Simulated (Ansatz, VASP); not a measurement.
# One calculation of GeC5N8, two programs

File INCAR:

```
PREC     = Accurate       # precision mode
ENCUT    = 520            # plane-wave cutoff, eV
EDIFF    = 1E-6           # SCF threshold, eV
ISMEAR   = -1             # smearing method
SIGMA    = 0.02           # smearing width, eV
LREAL    = F              # projectors in reciprocal space
LASPH    = T              # aspherical terms in the spheres
NELM     = 100            # most SCF steps
ALGO     = Normal         # electronic algorithm
ISIF     = 2              # what is computed and relaxed
LWAVE    = F              # write WAVECAR
LCHARG   = F              # write CHGCAR
GGA      = PE             # functional
NBANDS   = 50             # bands
```

Contents of KPOINTS:

```
Automatic mesh
0
Gamma
  4 10 4
```

POSCAR

```
GeC5N8
1.0
    6.5587538442      0.0000000000      0.1067191107
    0.0000000000      2.5146928751      0.0000000000
   -3.1874316360      0.0000000000      5.8728463361
Ge C N
1 5 8
Direct
    0.6001440199      0.5000000000      0.8383749580
    0.8356533394      0.0000000000      0.2459685013
    0.7640927995      0.0000000000      0.5680239740
    0.2144672509      0.5000000000      0.4030068056
    0.1547035016      0.5000000000      0.7627517933
    0.4043976309      0.0000000000      0.1760617541
    0.3018199917      0.5000000000      0.6520063936
    0.6623762136      0.0000000000      0.3191358664
    0.6838708100      0.5000000000      0.6198920815
    0.7630336124      0.0000000000      1.0169921904
    0.0178161163      0.0000000000      0.7161142994
    0.9726866036      0.5000000000      0.3368208819
    0.2809648262      0.0000000000      0.3179012773
    0.3439732841      0.5000000000      0.0269492233
```

Input for Ansatz:

```yaml
crystal:
  lattice:
    - [6.5587538442, 0.0, 0.1067191107]
    - [0.0, 2.5146928751, 0.0]
    - [-3.187431636, 0.0, 5.8728463361]
  atoms:
    - { symbol: Ge, position: [0.6001440199, 0.5, 0.838374958] }
    - { symbol: C, position: [0.8356533394, 0.0, 0.2459685013] }
    - { symbol: C, position: [0.7640927995, 0.0, 0.568023974] }
    - { symbol: C, position: [0.2144672509, 0.5, 0.4030068056] }
    - { symbol: C, position: [0.1547035016, 0.5, 0.7627517933] }
    - { symbol: C, position: [0.4043976309, 0.0, 0.1760617541] }
    - { symbol: "N", position: [0.3018199917, 0.5, 0.6520063936] }
    - { symbol: "N", position: [0.6623762136, 0.0, 0.3191358664] }
    - { symbol: "N", position: [0.68387081, 0.5, 0.6198920815] }
    - { symbol: "N", position: [0.7630336124, 0.0, 1.0169921904] }
    - { symbol: "N", position: [0.0178161163, 0.0, 0.7161142994] }
    - { symbol: "N", position: [0.9726866036, 0.5, 0.3368208819] }
    - { symbol: "N", position: [0.2809648262, 0.0, 0.3179012773] }
    - { symbol: "N", position: [0.3439732841, 0.5, 0.0269492233] }
kpoints:
  mp_grid: { grid: [4, 10, 4] }
  band_path:
    path:
      - [0.0, 0.0, 0.0]
      - [-1.084870180264e-34, 0.5, 2.946056814697e-18]
      - [3.416036588197e-19, 0.5, 0.5]
      - [1.445962923217e-18, -3.606165763868e-36, 0.5]
      - [0.0, 0.0, 0.0]
      - [-0.5, -3.950586168883e-19, 0.5]
      - [-0.5, 0.5, 0.5]
      - [-1.084870180264e-34, 0.5, 2.946056814697e-18]
      - [-0.5, 0.5, 1.166583601941e-16]
      - [-0.5, -3.950586168883e-19, 1.166583601941e-16]
      - [0.0, 0.0, 0.0]
    npoints: 10
hamiltonian:
  xc: pbe
scf:
  occupations: { method: fermi_dirac, width: 0.02 }
  n_extra_bands: 7
output:
  forces: true
  stress: true
  eigenvalues: true
```

Alike in both runs: task single point; functional PBE; k mesh 4 × 10 × 4; occupations fermi-dirac, width 0.02 eV; no spin polarisation.

```csv
,VASP,Ansatz
version,VASP 6.6.1,Ansatz 0.2.0
potentials or method,"VASP PAW PBE potentials, release 64 (Ge_d, C, N)","plane waves, PAW"
plane-wave cutoff (eV),520,420
valence electrons in the cell,74,74
```

Ansatz gave:

```
gap on the k mesh at the Fermi level (eV)                     : 2.56
pressure (GPa)                                                : 6.2
traceless stress, the component that is largest in VASP (GPa) : 0.46
rms of the force components (eV/Å)                            : 0.126
```

What did VASP give for the same quantities?

gap on the k mesh at the Fermi level (eV): 2.56; pressure (GPa): 6.2; traceless stress, the component that is largest in VASP (GPa): 0.32; rms of the force components (eV/Å): 0.097.

Atom by atom the forces differ by 0.039 eV/Å (rms over components).
